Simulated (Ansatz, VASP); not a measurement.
KTaO3: VASP beside Ansatz

INCAR

```
ALGO     = Normal         # electronic algorithm
EDIFF    = 1E-6           # SCF threshold, eV
ENCUT    = 520            # plane-wave cutoff, eV
GGA      = PS             # functional
ISIF     = 2              # what is computed and relaxed
ISMEAR   = 0              # smearing method
LASPH    = T              # aspherical terms in the spheres
LCHARG   = F              # write CHGCAR
LREAL    = F              # projectors in reciprocal space
LWAVE    = F              # write WAVECAR
NBANDS   = 27             # bands
NELM     = 80             # most SCF steps
PREC     = Accurate       # precision mode
SIGMA    = 0.01           # smearing width, eV
```

File KPOINTS:

```
k-points
0
Gamma
  4 4 4
```

The input POSCAR:

```
KTaO3
1.0
    3.9901311083      0.0000000000      0.0000000000
    0.0000000000      3.9901311083      0.0000000000
    0.0000000000      0.0000000000      3.9901311083
K Ta O
1 1 3
Direct
    0.0000000000      0.0000000000      0.0000000000
    0.5000000000      0.5000000000      0.5000000000
    0.5000000000      0.5000000000      0.0000000000
    0.5000000000      0.0000000000      0.5000000000
    0.0000000000      0.5000000000      0.5000000000
```

Input for Ansatz:

```yaml
crystal:
  lattice:
    - [3.9901311083, 0.0, 0.0]
    - [0.0, 3.9901311083, 0.0]
    - [0.0, 0.0, 3.9901311083]
  atoms:
    - { symbol: K, position: [0.0, 0.0, 0.0] }
    - { symbol: Ta, position: [0.5, 0.5, 0.5] }
    - { symbol: O, position: [0.5, 0.5, 0.0] }
    - { symbol: O, position: [0.5, 0.0, 0.5] }
    - { symbol: O, position: [0.0, 0.5, 0.5] }
kpoints:
  mp_grid: { grid: [4, 4, 4] }
hamiltonian:
  xc: pbesol
scf:
  occupations: { method: fixed }
  n_extra_bands: 5
output:
  forces: true
  stress: true
  eigenvalues: true
```

Alike in both runs: task single point; functional PBEsol; k mesh 4 × 4 × 4; no spin polarisation.

```csv
,VASP,Ansatz
version,VASP 6.6.1,Ansatz 0.2.0
potentials or method,"VASP PAW PBE potentials, release 64 (K_sv, Ta_pv, O)","plane waves, PAW"
plane-wave cutoff (eV),520,420
occupations,"gaussian, width 0.01 eV",fixed
valence electrons in the cell,38,40
```

Ansatz gave:

* gap on the k mesh at the Fermi level (eV): 2.11
* pressure (GPa): -0.7

**Question.** Which values does VASP return?

**Answer.** gap on the k mesh at the Fermi level (eV): 2.06; pressure (GPa): 0.0.

VASP's potentials were made for PBE, not for PBEsol. VASP's potentials hold 38 valence electrons a cell and Ansatz's 40, so a difference there can come from the potentials and not from the codes.

Spin-orbit coupling is off throughout.
